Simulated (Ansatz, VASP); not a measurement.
TiO2: VASP beside Ansatz

```xyz
24
Lattice="5.1450 0.0000 0.0000 0.0000 9.1840 0.0000 0.0000 0.0000 5.4470" Properties=species:S:1:pos:R:3 pbc="T T T"
Ti    0.7147    1.1846    4.9302
Ti    3.2872    3.4074    0.5168
Ti    4.4303    5.7766    3.2403
Ti    1.8578    7.9994    2.2067
Ti    4.4303    7.9994    0.5168
Ti    1.8578    5.7766    4.9302
Ti    0.7147    3.4074    2.2067
Ti    3.2872    1.1846    3.2403
O     4.1964    0.0879    4.6335
O     1.6239    4.5041    0.8135
O     0.9486    4.6799    3.5370
O     3.5211    9.0961    1.9100
O     0.9486    9.0961    0.8135
O     3.5211    4.6799    4.6335
O     4.1964    4.5041    1.9100
O     1.6239    0.0879    3.5370
O     2.3878    2.1137    4.8528
O     4.9603    2.4783    0.5942
O     2.7572    6.7057    3.3177
O     0.1847    7.0703    2.1293
O     2.7572    7.0703    0.5942
O     0.1847    6.7057    4.8528
O     2.3878    2.4783    2.1293
O     4.9603    2.1137    3.3177
```

Alike in both runs: task electric field gradients; functional r2SCAN; k mesh 5 × 3 × 4; occupations fermi-dirac, width 0.02 eV; no spin polarisation.

|  | VASP | Ansatz |
| --- | --- | --- |
| version | VASP 6.6.1 | Ansatz 0.2.0 |
| potentials or method | VASP PAW PBE potentials, release 64 (Ti_sv, O) | plane-wave PAW, scalar-relativistic |
| plane-wave cutoff (eV) | 520 | 500 |
| valence electrons in the cell | 192 | 192 |

|  | VASP | Ansatz | Ansatz less VASP |
| --- | --- | --- | --- |
| gap on the k mesh at the Fermi level (eV) | 2.75 | 2.73 | -0.020 |
| pressure (GPa) | 0.9 | -0.4 | -1.26 |
| traceless stress, the component that is largest in VASP (GPa) | -0.45 | -0.42 | +0.024 |
| rms of the force components (eV/Å) | 0.053 | 0.044 | -0.0095 |
| size of Vzz on the site where it differs most (V/Å²) | 19.9 | 22.3 | +2.40 |

VASP's potentials were made for PBE, not for r2SCAN. Atom by atom the forces differ by 0.045 eV/Å (rms over components). One of these differences is far larger than is usual between the two programs; its cause wasn't traced. The functional is the same, so the differences come from potentials, cutoffs and numerics.
